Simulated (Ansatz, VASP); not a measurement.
## One calculation of Na2Al2O, two programs

File INCAR:

```
PREC     = Accurate       # precision mode
ENCUT    = 520            # plane-wave cutoff, eV
EDIFF    = 1E-7           # SCF threshold, eV
ISMEAR   = 0              # smearing method
SIGMA    = 0.1            # smearing width, eV
LREAL    = False          # projectors in reciprocal space
LASPH    = True           # aspherical terms in the spheres
NELM     = 150            # most SCF steps
ALGO     = Normal         # electronic algorithm
ISIF     = 2              # what is computed and relaxed
LWAVE    = False          # write WAVECAR
LCHARG   = False          # write CHGCAR
ISPIN    = 2              # spin polarisation
MAGMOM   = 0 0 0 0 1      # initial moments
LORBIT   = 11             # projections on sites
GGA      = PE             # functional
NBANDS   = 25             # bands
```

Contents of KPOINTS:

```
Automatic mesh
0
Gamma
  6 6 6
```

Contents of POSCAR:

```
Na2Al2O
1.0
   -1.7631117220      1.7631117220      8.7824772386
    1.7631117220     -1.7631117220      8.7824772386
    1.7631117220      1.7631117220     -8.7824772386
Na Al O
2 2 1
Direct
    0.5693157594      0.5693157594      0.0000000000
    0.4306842406      0.4306842406      0.0000000000
    0.2500000000      0.7500000000      0.5000000000
    0.7500000000      0.2500000000      0.5000000000
    0.0000000000      0.0000000000      0.0000000000
```

Input for Ansatz:

```yaml
crystal:
  lattice:
    - [-1.763111722, 1.763111722, 8.7824772386]
    - [1.763111722, -1.763111722, 8.7824772386]
    - [1.763111722, 1.763111722, -8.7824772386]
  atoms:
    - { symbol: Na, position: [0.5693157594, 0.5693157594, 0.0] }
    - { symbol: Na, position: [0.4306842406, 0.4306842406, 0.0] }
    - { symbol: Al, position: [0.25, 0.75, 0.5] }
    - { symbol: Al, position: [0.75, 0.25, 0.5] }
    - { symbol: O, position: [0.0, 0.0, 0.0], spin: 1.0 }
basis:
  ecutwfc: 420
kpoints:
  mp_grid: { grid: [6, 6, 6] }
hamiltonian:
  xc: pbe
scf:
  occupations: { method: gaussian, width: 0.1 }
  lower_state_search: "off"
output:
  forces: true
  stress: true
  eigenvalues: true
  populations: true
magnetization:
  spin_polarized: true
```

Change from the starting cell: species swapped into the GdNi2P2 type (I4/mmm, No. 139).

Alike in both runs: task single point; functional PBE; k mesh 6 × 6 × 6; occupations gaussian, width 0.1 eV; collinear spin.

|  | VASP | Ansatz |
| --- | --- | --- |
| version | VASP 6.6.1 | Ansatz 0.2.0 |
| potentials or method | VASP PAW PBE potentials, release 64 (Na_pv, Al, O), cutoff 520 eV | scalar-relativistic, plane waves, PAW |
| valence electrons in the cell | 26 | 30 |

```tsv
	VASP	Ansatz	Ansatz less VASP
gap on the k mesh at the Fermi level (eV)	none	none	-
pressure (GPa)	0.0	0.1	+0.03
traceless stress, the component that is largest in VASP (GPa)	0.04	0.22	+0.178
rms of the force components (eV/Å)	0.001	0.019	+0.0185
net moment per atom (μB)	0.00	0.07	+0.073
size of the moment on the site where the two differ most (μB)	0.00	0.40	+0.400
```

Site moments also hang on the region over which each program counts them. Atom by atom the forces differ by 0.020 eV/Å (rms over components). A gap of «none» marks a metal or a gap that the smearing closes. VASP's potentials hold 26 valence electrons a cell and Ansatz's 30, so a difference there can come from the potentials and not from the codes.

The k mesh is coarse, so the values compare programs but aren't converged.
